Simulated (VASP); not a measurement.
# Li2Pt (P6/mmm) in VASP: a series of runs, part 3 of 3

VASP 6.6.1.

## Step 5: Electric field gradients, LDA (volume scaled by 0.96)

File INCAR:

```
SYSTEM = Li2Pt
ALGO = Normal ; EDIFF = 1E-8
ENCUT = 520 ; GGA = CA
ISIF = 2 ; ISMEAR = -1
LASPH = .TRUE. ; LCHARG = .FALSE.
LEFG = .TRUE. ; LREAL = .FALSE.
LWAVE = .FALSE. ; NBANDS = 15
NELM = 80 ; PREC = Accurate
SIGMA = 0.03
```

File KPOINTS:

```
k-points
0
G
  9 9 12
  0 0 0
```

File POSCAR:

```
Li2Pt
1.0
    4.1294244976      0.0000000000      0.0000000000
   -2.0647122488      3.5761865180      0.0000000000
    0.0000000000      0.0000000000      2.6250361319
Li Pt
2 1
Direct
    0.3333333333      0.6666666667      0.5000000000
    0.6666666667      0.3333333333      0.5000000000
    0.0000000000      0.0000000000      0.0000000000
```

Potentials or basis: VASP PAW LDA potentials, release 64 (Li_sv, Pt).

On the command line:

```
$ cat potpaw_LDA.64/Li_sv/POTCAR potpaw_LDA.64/Pt/POTCAR > POTCAR
$ mpirun -np 1 vasp_std > vasp.out
```

OUTCAR:

```text
SYSTEM = Li2Pt
   EDIFF = 1E-8
   ENCUT = 520
   GGA = CA
   ISIF = 2
   ISMEAR = -1
   LASPH = .TRUE.
   LREAL = .FALSE.
   NELM = 80
   PREC = Accurate

 ion  position               nearest neighbor table
   1  0.333  0.667  0.500-   2 2.38   2 2.38   2 2.38   3 2.72   3 2.72   3 2.72   3 2.72   3 2.72
                             3 2.72
   2  0.667  0.333  0.500-   1 2.38   1 2.38   1 2.38   3 2.72   3 2.72   3 2.72   3 2.72   3 2.72
                             3 2.72
   3  0.000  0.000  0.000-   1 2.72   2 2.72   1 2.72   2 2.72   2 2.72   2 2.72   1 2.72   1 2.72
                             2 2.72   2 2.72   1 2.72   1 2.72

  LATTYP: Found a hexagonal cell.
 ALAT       =     4.1294244976
 C/A-ratio  =     0.6356905504

  Lattice vectors:

 A1 = (   4.1294244976,   0.0000000000,   0.0000000000)
 A2 = (  -2.0647122488,   3.5761865180,   0.0000000000)
 A3 = (   0.0000000000,   0.0000000000,   2.6250361319)

Analysis of symmetry for initial positions (statically):
=====================================================================
 Subroutine PRICEL returns:
 Original cell was already a primitive cell.

 Routine SETGRP: Setting up the symmetry group for a
 hexagonal supercell.

 Subroutine GETGRP returns: Found 24 space group operations
 (whereof 24 operations were pure point group operations)
 out of a pool of 24 trial point group operations.

The static configuration has the point symmetry D_6h.

Analysis of symmetry for dynamics (positions and initial velocities):
=====================================================================
 Subroutine PRICEL returns:
 Original cell was already a primitive cell.

 Routine SETGRP: Setting up the symmetry group for a
 hexagonal supercell.
[... 584 lines left out ...]
      7       4.0072      2.00000
      8       4.0072      2.00000
      9       5.4932      0.58694
     10       5.4932      0.58694
     11      13.9992      0.00000
     12      16.7852      0.00000
     13      16.7852      0.00000
     14      20.4828      0.00000
     15      20.4831      0.00000

 [... further k-points ...]
[... 5 lines left out ...]
  --------------------------------------------------------------------------------------
  -------------------------------------------------------------------------------------
  Total       -0.4084664     -0.4084664     -0.1470275      0.0000000      0.0000000      0.0000000
  in kB      -16.8819251    -16.8819251     -6.0766497      0.0000000      0.0000000      0.0000000
  external PRESSURE =     -13.2801666 kB  Pullay stress =       0.0000000 kB

 VOLUME and BASIS-vectors are now :
 -----------------------------------------------------------------------------
  energy-cutoff  :      520.00
  volume of cell :       38.77
      direct lattice vectors                 reciprocal lattice vectors
     4.129424498  0.000000000  0.000000000     0.242164495  0.139813737  0.000000000
    -2.064712249  3.576186518  0.000000000     0.000000000  0.279627473  0.000000000
     0.000000000  0.000000000  2.625036132     0.000000000  0.000000000  0.380947137

 POSITION                                       TOTAL-FORCE (eV/Angst)
 -----------------------------------------------------------------------------------
     -0.00000      2.38412      1.31252        -0.000000      0.000000      0.000000
      2.06471      1.19206      1.31252         0.000000     -0.000000      0.000000
      0.00000      0.00000      0.00000         0.000000      0.000000      0.000000
 -----------------------------------------------------------------------------------
    total drift:                                0.000000     -0.000000     -0.000000

  FREE ENERGIE OF THE ION-ELECTRON SYSTEM (eV)
  ---------------------------------------------------
  free  energy   TOTEN  =       -13.1709261861 eV

  energy  without entropy=      -13.1666655967  energy(sigma->0) =      -13.16879589

 Electric field gradients (V/A^2)
---------------------------------------------------------------------
 ion       V_xx      V_yy      V_zz      V_xy      V_xz      V_yz
---------------------------------------------------------------------
   1      -0.130    -0.133     0.263    -0.003     0.000    -0.000
   2      -0.130    -0.133     0.263    -0.003     0.000     0.000
   3     169.388   169.388  -338.776    -0.000     0.000    -0.000
---------------------------------------------------------------------

 Electric field gradients after diagonalization (V/A^2)
 (convention: |V_zz| > |V_xx| > |V_yy|)
----------------------------------------------------------------------
 ion       V_xx      V_yy      V_zz     asymmetry (V_yy - V_xx)/ V_zz
----------------------------------------------------------------------
   1      -0.135    -0.129     0.263       0.024
   2      -0.135    -0.129     0.263       0.024
   3     169.388   169.387  -338.776       0.000
----------------------------------------------------------------------

           NMR quadrupolar parameters

 Cq : quadrupolar parameter    Cq=e*Q*V_zz/h
 eta: asymmetry parameters     (V_yy - V_xx)/ V_zz
 Q  : nuclear electric quadrupole moment in mb (millibarn)
----------------------------------------------------------------------
 ion       Cq(MHz)       eta       Q (mb)
----------------------------------------------------------------------
   1       0.001       0.024       1.000
   2       0.001       0.024       1.000
   3      -0.819       0.000       1.000
----------------------------------------------------------------------
```

Wall time 40 s (1 thread of Intel Xeon Platinum 8375C at 2.90GHz (Ice Lake), shared host); peak memory 0.17 GiB.

What came out:

```
Free energy            : -13.1709 eV
Band gap on the k mesh : zero (band 8 reaches 6.59 eV, above the bottom of band 9 at 4.76 eV)
```

Levels at points of the mesh, in eV from the Fermi level:
| k point | band 5 | band 6 | band 7 | band 8 | band 9 | band 10 | band 11 | band 12 |
| --- | --- | --- | --- | --- | --- | --- | --- | --- |
| (0.00, 0.00, 0.00) | -3.49 | -3.49 | -0.64 | -0.64 | 3.88 | 3.88 | 6.55 | 6.55 |
| (0.00, 0.00, 0.50) | -3.96 | -2.24 | -2.24 | 0.60 | 3.02 | 6.53 | 6.53 | 7.33 |

Electric field gradients, principal values (V/Å²):
```csv
atom,least,middle,greatest (by size)
1 Li,-0.129,-0.135,0.263
2 Li,-0.129,-0.135,0.263
3 Pt,169.387,169.388,-338.776
```

Caveat: the cutoff is under 1.25 times the usual one of these potentials, so pressure, stress and relaxed cells hold a basis-set (Pulay) error; without QUAD_EFG the Cq values of the log hold for a quadrupole moment of 1 mb, not for the nuclei; spin-orbit coupling is left out, which moves the levels of the heavy elements.

## Step 6: The runs side by side

| cell | gap on the mesh (eV) |
| --- | --- |
| a = 4.214, b = 4.214, c = 2.679 Å, angles 90.0, 90.0, 120.0°, 3 atoms | none |
| a = 4.268, b = 4.268, c = 2.713 Å, angles 90.0, 90.0, 120.0°, 3 atoms | none |
| a = 4.129, b = 4.129, c = 2.625 Å, angles 90.0, 90.0, 120.0°, 3 atoms | none |

Alike in all rows: task electric field gradients; level LDA; potentials or basis VASP PAW LDA potentials, release 64 (Li_sv, Pt); no spin polarisation; k mesh 9 × 9 × 12; cutoff (eV) 520; smearing fermi-dirac 0.03 eV.

Caveats: the cutoff is under 1.25 times the usual one of these potentials, so pressure, stress and relaxed cells hold a basis-set (Pulay) error; spin-orbit coupling is left out, which moves the levels of the heavy elements.

Absolute energies hang on the potentials; compare differences alone.
